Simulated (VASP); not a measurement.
# BeTe (fa.b) (F-43m) in VASP: notebook

BeTe (fa.b) is run at these levels: PBEsol; tasks: single point.

All numbers are computed with VASP 6.6.1; they aren't measurements. Logs are shortened: lines on timing, memory, paths and dates and some standing lists are left out, and cuts for length are marked.

### Step 1. The cell of the first run

It takes space group F-43m (No. 216, cubic). Conventional cell: a = 5.620 Å, b = 5.620 Å, c = 5.620 Å, α = 90.00°, β = 90.00°, γ = 90.00°. Be (site symmetry -43m) has 4 Te at 2.43 Å within 3.2 Å. Within 3.2 Å of Te (site symmetry -43m) lie 4 Be at 2.43 Å.

### Step 2. Single point, PBEsol

Contents of INCAR:

```
SYSTEM = BeTe
ALGO = Normal ; EDIFF = 1E-6
ENCUT = 600 ; GGA = PS
GGA_COMPAT = .False. ; ISIF = 2
ISMEAR = 0 ; LASPH = .True.
LCHARG = .False. ; LREAL = .False.
LWAVE = .False. ; NBANDS = 11
NELM = 120 ; PREC = Accurate
SIGMA = 0.1
```

Contents of KPOINTS:

```
k-points
0
Gamma
  6 6 6
  0 0 0
```

Contents of POSCAR:

```
BeTe
1.0
    0.0000000000      2.8100000000      2.8100000000
    2.8100000000      0.0000000000      2.8100000000
    2.8100000000      2.8100000000      0.0000000000
Be Te
1 1
Direct
    0.0000000000      0.0000000000      0.0000000000
    0.2500000000      0.2500000000      0.2500000000
```

Potentials or basis: VASP PAW PBE potentials, release 64 (Be, Te).

The run is started by

```console
> cat potpaw_PBE.64/Be/POTCAR potpaw_PBE.64/Te/POTCAR > POTCAR
> mpirun -np 1 vasp_std > vasp.out
```

OUTCAR:

```text
SYSTEM = BeTe
   EDIFF = 1E-6
   ENCUT = 600
   GGA = PS
   ISIF = 2
   ISMEAR = 0
   LASPH = .True.
   LREAL = .False.
   NELM = 120
   PREC = Accurate

 ion  position               nearest neighbor table
   1  0.000  0.000  0.000-   2 2.43   2 2.43   2 2.43   2 2.43
   2  0.250  0.250  0.250-   1 2.43   1 2.43   1 2.43   1 2.43

  LATTYP: Found a face centered cubic cell.
 ALAT       =     5.6200000000

  Lattice vectors:

 A1 = (   0.0000000000,   2.8100000000,   2.8100000000)
 A2 = (   2.8100000000,   0.0000000000,   2.8100000000)
 A3 = (   2.8100000000,   2.8100000000,   0.0000000000)

Analysis of symmetry for initial positions (statically):
=====================================================================
 Subroutine PRICEL returns:
 Original cell was already a primitive cell.

 Routine SETGRP: Setting up the symmetry group for a
 face centered cubic supercell.

 Subroutine GETGRP returns: Found 24 space group operations
 (whereof 24 operations were pure point group operations)
 out of a pool of 48 trial point group operations.

The static configuration has the point symmetry T_d .

Analysis of symmetry for dynamics (positions and initial velocities):
=====================================================================
 Subroutine PRICEL returns:
 Original cell was already a primitive cell.

 Routine SETGRP: Setting up the symmetry group for a
 face centered cubic supercell.

 Subroutine GETGRP returns: Found 24 space group operations
 (whereof 24 operations were pure point group operations)
 out of a pool of 48 trial point group operations.

The dynamic configuration has the point symmetry T_d .

 Subroutine INISYM returns: Found 24 space group operations
 (whereof 24 operations are pure point group operations),
 and found     1 'primitive' translations

----------------------------------------------------------------------------------------

                                     Primitive cell

  volume of cell :      44.3761

  direct lattice vectors                    reciprocal lattice vectors
     0.000000000  2.810000000  2.810000000    -0.177935943  0.177935943  0.177935943
     2.810000000  0.000000000  2.810000000     0.177935943 -0.177935943  0.177935943
     2.810000000  2.810000000  0.000000000     0.177935943  0.177935943 -0.177935943

  length of vectors
     3.973940110  3.973940110  3.973940110     0.308194094  0.308194094  0.308194094

  position of ions in fractional coordinates (direct lattice)
     0.000000000  0.000000000  0.000000000
     0.250000000  0.250000000  0.250000000

  ion indices of the primitive-cell ions
   primitive index   ion index
                 1           1
                 2           2

----------------------------------------------------------------------------------------

 KPOINTS: k-points

Automatic generation of k-mesh.
 Grid dimensions read from file:
 generate k-points for:    6    6    6

 Generating k-lattice:

  Cartesian coordinates                     Fractional coordinates (reciprocal lattice)
    -0.029655991  0.029655991  0.029655991     0.166666667  0.000000000  0.000000000
     0.029655991 -0.029655991  0.029655991     0.000000000  0.166666667  0.000000000
     0.029655991  0.029655991 -0.029655991     0.000000000  0.000000000  0.166666667

  Length of vectors
     0.051365682  0.051365682  0.051365682

  Shift w.r.t. Gamma in fractional coordinates (k-lattice)
     0.000000000  0.000000000  0.000000000

 Subroutine IBZKPT returns following result:
 ===========================================

 Found     16 irreducible k-points:

 Following reciprocal coordinates:
            Coordinates               Weight
  0.000000  0.000000  0.000000      1.000000
  0.166667  0.000000  0.000000      8.000000
  0.333333  0.000000  0.000000      8.000000
  0.500000  0.000000  0.000000      4.000000
  0.166667  0.166667  0.000000      6.000000
  0.333333  0.166667  0.000000     24.000000
[... 8 lines left out ...]
 -0.333333  0.333333  0.166667     24.000000
 -0.333333  0.500000  0.166667     12.000000
   k-points           NKPTS =     16   k-points in BZ     NKDIM =     16   number of bands    NBANDS=     11
   number of dos      NEDOS =    301   number of ions     NIONS =      2
   total plane-waves  NPLWV =  32768
   dimension x,y,z NGX =    32 NGY =   32 NGZ =   32
   dimension x,y,z NGXF=    64 NGYF=   64 NGZF=   64
   ions per type =               1   1
   NGX,Y,Z   is equivalent  to a cutoff of  13.39, 13.39, 13.39 a.u.
   NGXF,Y,Z  is equivalent  to a cutoff of  26.77, 26.77, 26.77 a.u.
 SYSTEM =  BeTe
   PREC   = accura    normal or accurate (medium, high low for compatibility)
   ISTART =      0    job   : 0-new  1-cont  2-samecut
   ICHARG =      2    charge: 1-file 2-atom 10-const
   ISPIN  =      1    spin polarized calculation?
   LNONCOLLINEAR =      F non collinear calculations
   LSORBIT =      F    spin-orbit coupling
   LASPH  =      T    aspherical Exc in radial PAW
   ENCUT  =  600.0 eV  44.10 Ry    6.64 a.u.   7.94  7.94  7.94*2*pi/ulx,y,z
   NELM   =    120;   NELMIN=  2; NELMDL= -5     # of ELM steps
   EDIFF  = 0.1E-05   stopping-criterion for ELM
   LREAL  =      F    real-space projection
   EDIFFG = 0.1E-04   stopping-criterion for IOM
   NSW    =      0    number of steps for IOM
   IBRION =     -1    ionic relax: 0-MD 1-quasi-New 2-CG
   NFREE  =      0    steps in history (QN), initial steepest desc. (CG)
   ISIF   =      2    stress and relaxation
   ISYM   =      2    0-nonsym 1-usesym 2-fastsym
   POTIM  = 0.5000    time-step for ionic-motion
   TEBEG  =    0.0;   TEEND  =   0.0 temperature during run
   PSTRESS=    0.0 pullay stress
   NELECT =       8.0000    total number of electrons
   NUPDOWN=      -1.0000    fix difference up-down
   EMIN   =  10.00;   EMAX   =-10.00  energy-range for DOS
   EFERMI =   0.00;   METHOD = LEGACY
   ISMEAR =     0;   SIGMA  =   0.10  broadening in eV -4-tet -1-fermi 0-gaus
   EFERMI_NEDOS =   21; number of points for ismear=-14 and -15
   IALGO  =     38    algorithm
   IMIX   =      4    mixing-type and parameters
     AMIX     =   0.40;   BMIX     =  1.00
     AMIX_MAG =   1.60;   BMIX_MAG =  1.00
  volume/ion in A,a.u.               =      22.19       149.73
  Fermi-wavevector in a.u.,A,eV,Ry     =   0.924816  1.747648 11.636845  0.855284
  Thomas-Fermi vector in A             =   2.050602
   LORBIT       =      0    0 simple, 1 ext, 2 COOP (PROOUT), +10 PAW based schemes
   GGA     = PS    functional components
   LHFCALC =     F    Hartree Fock is set to
   AEXX    =    0.0000 exact exchange contribution
   IVDW    =     0    specifies the selected vdW correction
   LEPSILON=     F    determine dielectric tensor
   LRPA    =     F    only Hartree local field effects (RPA)
 non-spin polarized calculation
 Gauss-broadening in eV      SIGMA  =   0.10
  energy-cutoff  :      600.00
  volume of cell :       44.38
 maximum number of plane-waves:      1492
   NGX = 15   NGY = 15   NGZ = 15

 number of electron       8.0000000 magnetization

 Free energy of the ion-electron system (eV)
  ---------------------------------------------------
  ext. energy  EPLUGINS =         0.00000000
  ---------------------------------------------------
  free energy    TOTEN  =        -8.20965359 eV

  energy without entropy =       -8.20965359  energy(sigma->0) =       -8.20965359

 E-fermi :   5.4974     XC(G=0):  -9.2259

 val. band max:        5.0771651004   @ k =   0.0000   0.0000   0.0000
 cond. band min:       6.9133307349   @ k =   0.5000   0.5000   0.0000
 fundamental gap:      1.8361656345
 Fermi energy:         5.4974398248

 k-point     1 :       0.0000    0.0000    0.0000
  band No.  band energies     occupation
      1      -7.2976      2.00000
      2       5.0772      2.00000
      3       5.0772      2.00000
      4       5.0772      2.00000
      5       8.6697      0.00000
      6       8.6697      0.00000
      7       8.6697      0.00000
      8       8.8543      0.00000
      9      13.2754      0.00000
     10      15.3309      0.00000
     11      15.3309      0.00000

 k-point     2 :       0.1667    0.0000    0.0000
  band No.  band energies     occupation
      1      -7.0356      2.00000
      2       3.0523      2.00000
      3       4.6928      2.00000
      4       4.6928      2.00000
      5       8.5120      0.00000
      6       9.2169      0.00000
      7       9.2169      0.00000
      8      10.8503      0.00000
      9      13.8868      0.00000
     10      14.1126      0.00000
     11      14.1126      0.00000

 k-point     3 :       0.3333    0.0000    0.0000
  band No.  band energies     occupation
      1      -6.3791      2.00000
      2       0.5612      2.00000
      3       4.1464      2.00000
      4       4.1464      2.00000
      5       8.2347      0.00000
      6       9.6660      0.00000
      7       9.6660      0.00000
      8      12.7506      0.00000
      9      14.3429      0.00000
     10      14.6456      0.00000
     11      14.6456      0.00000

 k-point     4 :       0.5000    0.0000    0.0000
  band No.  band energies     occupation
      1      -5.9320      2.00000
      2      -0.5399      2.00000
      3       3.9323      2.00000
      4       3.9323      2.00000
      5       8.1270      0.00000
      6       9.6293      0.00000
      7       9.6293      0.00000
      8      12.7390      0.00000
      9      15.9387      0.00000
     10      16.5635      0.00000
     11      16.5635      0.00000
[... 127 lines left out ...]
 k-point    14 :       0.5000    0.3333    0.1667
  band No.  band energies     occupation
      1      -5.8827      2.00000
      2       0.6377      2.00000
      3       1.9767      2.00000
      4       3.0587      2.00000
      5       8.9664      0.00000
      6       9.9571      0.00000
      7      10.3056      0.00000
      8      12.8017      0.00000
      9      15.1114      0.00000
     10      15.4822      0.00000
     11      17.7378      0.00000

 k-point    15 :      -0.3333    0.3333    0.1667
  band No.  band energies     occupation
      1      -5.5505      2.00000
      2       0.1799      2.00000
      3       1.5368      2.00000
      4       2.6265      2.00000
      5       9.4811      0.00000
      6       9.7473      0.00000
      7      11.9442      0.00000
      8      12.2765      0.00000
      9      13.7401      0.00000
     10      16.9716      0.00000
     11      17.6693      0.00000

 k-point    16 :      -0.3333    0.5000    0.1667
  band No.  band energies     occupation
      1      -5.4076      2.00000
      2       0.2570      2.00000
      3       1.6342      2.00000
      4       1.9315      2.00000
      5       8.6910      0.00000
      6       9.3019      0.00000
      7      12.3821      0.00000
      8      12.6991      0.00000
      9      16.0241      0.00000
     10      16.8367      0.00000
     11      17.9294      0.00000

------------------------ aborting loop because EDIFF is reached ----------------------------------------

  FORCE on cell =-STRESS in cart. coord.  units (eV):
  Direction    XX          YY          ZZ          XY          YZ          ZX
  --------------------------------------------------------------------------------------
  -------------------------------------------------------------------------------------
  Total       -0.0523560     -0.0523560     -0.0523560      0.0000000      0.0000000      0.0000000
  in kB       -1.8902886     -1.8902886     -1.8902886      0.0000000      0.0000000      0.0000000
  external PRESSURE =      -1.8902886 kB  Pullay stress =       0.0000000 kB

 VOLUME and BASIS-vectors are now :
 -----------------------------------------------------------------------------
  energy-cutoff  :      600.00
  volume of cell :       44.38
      direct lattice vectors                 reciprocal lattice vectors
     0.000000000  2.810000000  2.810000000    -0.177935943  0.177935943  0.177935943
     2.810000000  0.000000000  2.810000000     0.177935943 -0.177935943  0.177935943
     2.810000000  2.810000000  0.000000000     0.177935943  0.177935943 -0.177935943

 POSITION                                       TOTAL-FORCE (eV/Angst)
 -----------------------------------------------------------------------------------
      0.00000      0.00000      0.00000        -0.000000     -0.000000     -0.000000
      1.40500      1.40500      1.40500         0.000000      0.000000      0.000000
 -----------------------------------------------------------------------------------
    total drift:                                0.000000      0.000000      0.000000

  FREE ENERGIE OF THE ION-ELECTRON SYSTEM (eV)
  ---------------------------------------------------
  free  energy   TOTEN  =        -8.2096535850 eV

  energy  without entropy=       -8.2096535850  energy(sigma->0) =       -8.20965359
```

It took 4 s on 1 thread of Intel Xeon 6975P-C (Granite Rapids), shared host; peak memory 0.17 GiB.

What came out:

* Free energy: -8.2097 eV
* Pressure: -0.2 GPa
* Band gap on the k mesh: 1.84 eV, indirect (least direct gap 3.59 eV)

Caveat: the PAW data sets were made with another functional, which shifts forces and pressure a little; spin-orbit coupling is left out, which moves the levels of the heavy elements.

(Continued in part 2 of 2.)
